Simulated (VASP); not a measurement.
# AlNi (Imma) in VASP: notebook, part 2 of 2

VASP 6.6.1. The steps go on from the part before.

### Step 3. Single point, PBEsol (atoms displaced along a vibrational mode)

INCAR

```
  ALGO = Normal
  EDIFF = 1E-6
  ENCUT = 600
  GGA = PS
  GGA_COMPAT = F
  ISIF = 2
  ISMEAR = 0
  LASPH = T
  LCHARG = F
  LREAL = F
  LWAVE = F
  NBANDS = 21
  NELM = 120
  PREC = Accurate
  SIGMA = 0.15
```

KPOINTS

```
k-points
0
Gamma
  18 18 18
```

POSCAR

```
AlNi
1.0
   -2.8621655520      0.0000000000     -2.8621655520
    0.0000000000     -2.8621655520     -2.8621655520
   -2.8621655520     -2.8621655520      0.0000000000
Al Ni
2 2
Direct
    0.5000000000      0.5000000000      0.4722065298
    0.0000000000      0.0000000000      0.0277934702
    0.2500000000      0.2500000000      0.2500000000
    0.7500000000      0.7500000000      0.7500000000
```

Potentials or basis: VASP PAW PBE potentials, release 64 (Al, Ni).

On the command line:

```bash
$ cat potpaw_PBE.64/Al/POTCAR potpaw_PBE.64/Ni/POTCAR > POTCAR
$ mpirun -np 1 vasp_std > vasp.out
```

OUTCAR:

```text
EDIFF = 1E-6
   ENCUT = 600
   GGA = PS
   ISIF = 2
   ISMEAR = 0
   LASPH = T
   LREAL = F
   NELM = 120
   PREC = Accurate

 ion  position               nearest neighbor table
   1  0.500  0.500  0.472-   3 2.39   4 2.39   3 2.48   3 2.48   4 2.48   4 2.48   4 2.57   3 2.57
                             2 2.71   2 2.71   2 2.87   2 2.87   2 3.03   2 3.03
   2  0.000  0.000  0.028-   4 2.39   3 2.39   3 2.48   3 2.48   4 2.48   4 2.48   4 2.57   3 2.57
                             1 2.71   1 2.71   1 2.87   1 2.87   1 3.03   1 3.03
   3  0.250  0.250  0.250-   1 2.39   2 2.39   2 2.48   2 2.48   1 2.48   1 2.48   2 2.57   1 2.57
                             4 2.86   4 2.86   4 2.86   4 2.86   4 2.86   4 2.86
   4  0.750  0.750  0.750-   1 2.39   2 2.39   1 2.48   1 2.48   2 2.48   2 2.48   2 2.57   1 2.57
                             3 2.86   3 2.86   3 2.86   3 2.86   3 2.86   3 2.86

  LATTYP: Found a face centered cubic cell.
 ALAT       =     5.7243311040

  Lattice vectors:

 A1 = (  -2.8621655520,   0.0000000000,  -2.8621655520)
 A2 = (   0.0000000000,  -2.8621655520,  -2.8621655520)
 A3 = (  -2.8621655520,  -2.8621655520,   0.0000000000)

Analysis of symmetry for initial positions (statically):
=====================================================================
 Subroutine PRICEL returns:
 Original cell was already a primitive cell.

 Routine SETGRP: Setting up the symmetry group for a
 face centered cubic supercell.

 Subroutine GETGRP returns: Found  8 space group operations
 (whereof  4 operations were pure point group operations)
 out of a pool of 48 trial point group operations.

The static configuration has the point symmetry C_2v.
 The point group associated with its full space group is D_2h.

Analysis of symmetry for dynamics (positions and initial velocities):
=====================================================================
 Subroutine PRICEL returns:
 Original cell was already a primitive cell.

 Routine SETGRP: Setting up the symmetry group for a
 face centered cubic supercell.

 Subroutine GETGRP returns: Found  8 space group operations
[... 129 lines left out ...]
  volume/ion in A,a.u.               =      11.72        79.11
  Fermi-wavevector in a.u.,A,eV,Ry     =   1.344914  2.541519 24.610134  1.808794
  Thomas-Fermi vector in A             =   2.472869
   LORBIT       =      0    0 simple, 1 ext, 2 COOP (PROOUT), +10 PAW based schemes
   GGA     = PS    functional components
   LHFCALC =     F    Hartree Fock is set to
   AEXX    =    0.0000 exact exchange contribution
   IVDW    =     0    specifies the selected vdW correction
   LEPSILON=     F    determine dielectric tensor
   LRPA    =     F    only Hartree local field effects (RPA)
 non-spin polarized calculation
 Gauss-broadening in eV      SIGMA  =   0.15
  energy-cutoff  :      600.00
  volume of cell :       46.89
 maximum number of plane-waves:      1588
   NGX = 17   NGY = 17   NGZ = 17

 number of electron      25.9999992 magnetization

 Free energy of the ion-electron system (eV)
  ---------------------------------------------------
  ext. energy  EPLUGINS =         0.00000000
  ---------------------------------------------------
  free energy    TOTEN  =       -23.03170495 eV

  energy without entropy =      -23.01399207  energy(sigma->0) =      -23.02284851

 E-fermi :  10.1461     XC(G=0): -12.2564

 val. band max:       10.1450769691   @ k =   0.1111  -0.3333   0.2778
 cond. band min:      10.1465155504   @ k =  -0.3889   0.3333  -0.4444
 fundamental gap:      0.0014385813
 Fermi energy:        10.1460698223

 k-point     1 :       0.0000    0.0000    0.0000
  band No.  band energies     occupation
      1      -1.1360      2.00000
      2       5.8894      2.00000
      3       5.9482      2.00000
      4       5.9642      2.00000
      5       6.8211      2.00000
      6       6.8592      2.00000
[... 565 lines left out ...]
     20      15.8405      0.00000
     21      16.1429      0.00000

 [... further k-points ...]

------------------------ aborting loop because EDIFF is reached ----------------------------------------

  FORCE on cell =-STRESS in cart. coord.  units (eV):
  Direction    XX          YY          ZZ          XY          YZ          ZX
  --------------------------------------------------------------------------------------
  -------------------------------------------------------------------------------------
  Total        0.5205944      0.5205944      0.3278386      0.2045308      0.0000000      0.0000000
  in kB       17.7867182     17.7867182     11.2009901      6.9880362      0.0000000      0.0000000
  external PRESSURE =      15.5914755 kB  Pullay stress =       0.0000000 kB

 VOLUME and BASIS-vectors are now :
 -----------------------------------------------------------------------------
  energy-cutoff  :      600.00
  volume of cell :       46.89
      direct lattice vectors                 reciprocal lattice vectors
    -2.862165552  0.000000000 -2.862165552    -0.174692900  0.174692900 -0.174692900
     0.000000000 -2.862165552 -2.862165552     0.174692900 -0.174692900 -0.174692900
    -2.862165552 -2.862165552  0.000000000    -0.174692900 -0.174692900  0.174692900

 POSITION                                       TOTAL-FORCE (eV/Angst)
 -----------------------------------------------------------------------------------
     -2.78262     -2.78262     -2.86217        -0.954381     -0.954381      0.000000
     -0.07955     -0.07955      0.00000         0.954381      0.954381      0.000000
     -1.43108     -1.43108     -1.43108        -0.000000     -0.000000     -0.000000
     -4.29325     -4.29325     -4.29325        -0.000000     -0.000000     -0.000000
 -----------------------------------------------------------------------------------
    total drift:                                0.000000      0.000000     -0.000000

  FREE ENERGIE OF THE ION-ELECTRON SYSTEM (eV)
  ---------------------------------------------------
  free  energy   TOTEN  =       -23.0317049484 eV

  energy  without entropy=      -23.0139920705  energy(sigma->0) =      -23.02284851
```

OSZICAR:

```text
N       E                     dE             d eps       ncg     rms          rms(c)
DAV:   1     0.134718707246E+03    0.13472E+03   -0.12332E+04 36578   0.157E+03
DAV:   2    -0.193027898788E+02   -0.15402E+03   -0.14635E+03 36630   0.286E+02
DAV:   3    -0.262021332604E+02   -0.68993E+01   -0.67417E+01 42794   0.752E+01
DAV:   4    -0.263397253511E+02   -0.13759E+00   -0.13744E+00 41129   0.936E+00
DAV:   5    -0.263447005052E+02   -0.49752E-02   -0.49749E-02 43379   0.189E+00    0.182E+01
DAV:   6    -0.302126626260E+02   -0.38680E+01   -0.50330E+01 40798   0.135E+02    0.232E+01
DAV:   7    -0.230773056766E+02    0.71354E+01   -0.19028E+01 41020   0.829E+01    0.172E+00
DAV:   8    -0.230643442249E+02    0.12961E-01   -0.86103E-01 50719   0.934E+00    0.150E+00
DAV:   9    -0.230330740385E+02    0.31270E-01   -0.67801E-02 47168   0.409E+00    0.357E-01
DAV:  10    -0.230317089253E+02    0.13651E-02   -0.39459E-03 55995   0.969E-01    0.118E-01
DAV:  11    -0.230317106998E+02   -0.17745E-05   -0.14884E-04 41408   0.103E-01    0.486E-02
DAV:  12    -0.230317057185E+02    0.49813E-05   -0.19755E-05 51497   0.732E-02    0.807E-03
DAV:  13    -0.230317049484E+02    0.77002E-06   -0.11376E-06 24534   0.102E-02
   1 F= -.23031705E+02 E0= -.23022849E+02  d E =-.177129E-01
```

stdout:

```text
POSCAR found type information on POSCAR AlNi
 POSCAR found :  2 types and       4 ions
 scaLAPACK will be used
 -----------------------------------------------------------------------------
|                                                                             |
|                                                                             |
|     You enforced a specific xc type in the INCAR file but a different       |
|     I HOPE YOU KNOW WHAT YOU ARE DOING!                                     |
|                                                                             |
 -----------------------------------------------------------------------------

 LDA part: xc-table for (Slater+PW92), standard interpolation
 POSCAR, INCAR and KPOINTS ok, starting setup
 FFT: planning ... GRIDC
 FFT: planning ... GRID_SOFT
 FFT: planning ... GRID
 WAVECAR not read
 entering main loop
```

Run time: 19 min. Hardware: 1 thread of Oxide Virtual Turin-like, shared host; peak memory 0.9 GiB.

What came out:

| Property | Result |
| --- | --- |
| Free energy | -23.0317 eV |
| Pressure | 1.6 GPa |
| Largest force | 1.350 eV/Å |
| Band gap on the k mesh | zero (bands 13 and 14 overlap by 2.78 eV) |

Forces in eV/Å, atoms in the order of the input:
```
Al  -0.954 -0.954  0.000
Al   0.954  0.954  0.000
Ni   0.000  0.000  0.000
Ni   0.000  0.000  0.000
```

Stress tensor (GPa, compression positive):
```
1.78 0.70 0.00
0.70 1.78 0.00
0.00 0.00 1.12
```

Levels at points of the mesh, in eV from the Fermi level:
| k point | band 9 | band 10 | band 11 | band 12 | band 13 | band 14 | band 15 | band 16 | band 17 | band 18 |
| --- | --- | --- | --- | --- | --- | --- | --- | --- | --- | --- |
| (0.00, 0.00, 0.00) | -1.58 | -1.01 | -1.00 | 1.86 | 1.90 | 1.96 | 3.86 | 4.49 | 4.58 | 4.59 |
| (0.50, 0.00, 0.00) | -2.23 | -2.23 | -2.08 | -2.08 | 2.05 | 2.05 | 2.61 | 2.61 | 4.18 | 4.18 |
| (0.00, 0.00, 0.50) | -2.20 | -2.18 | -2.09 | -2.08 | 2.09 | 2.20 | 2.42 | 2.52 | 4.21 | 4.25 |
| (0.50, 0.50, 0.00) | -2.29 | -2.16 | -2.11 | -1.48 | -1.04 | -0.66 | 1.49 | 2.59 | 8.34 | 10.06 |
| (0.00, 0.50, 0.50) | -2.33 | -2.11 | -2.11 | -1.50 | -1.04 | -0.65 | 1.50 | 2.59 | 8.36 | 10.03 |

Caveat: the cell differs from its parent crystal (atoms displaced along a vibrational mode); the PAW data sets were made with another functional, which shifts forces and pressure a little.
